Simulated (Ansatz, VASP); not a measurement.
**One calculation of MgS, two programs**

```
CELL_PARAMETERS angstrom
0.01282 2.57059 2.57059
2.57059 0.01282 2.57059
2.57059 2.57059 0.01282
ATOMIC_POSITIONS crystal
Mg 0.00000 0.00000 0.00000
S 0.50000 0.50000 0.50000
```

Change from the starting cell: equal xy, yz and zx engineering shears of +0.5 %.

Alike in both runs: functional LDA; k mesh 8 × 8 × 8; no spin polarisation.

Ansatz relaxed the structure, and its values are those at the end. VASP's run is a single point on that final structure, the one shown.

|  | VASP | Ansatz |
| --- | --- | --- |
| version | VASP 6.6.1 | Ansatz 0.2.0 |
| potentials or method | VASP PAW LDA potentials, release 64 (Mg, S), cutoff 520 eV | all-electron LAPW, scalar-relativistic |
| occupations | gaussian, width 0.01 eV | fixed |

```csv
,VASP,Ansatz,Ansatz less VASP
gap on the k mesh at the Fermi level (eV),2.62,2.63,+0.001
pressure (GPa),-0.6,0.1,+0.63
```

LDA's correlation is that of Perdew and Zunger in VASP and of Perdew and Wang (1992) in Ansatz. Ansatz ran all-electron here, and VASP with PAW potentials.
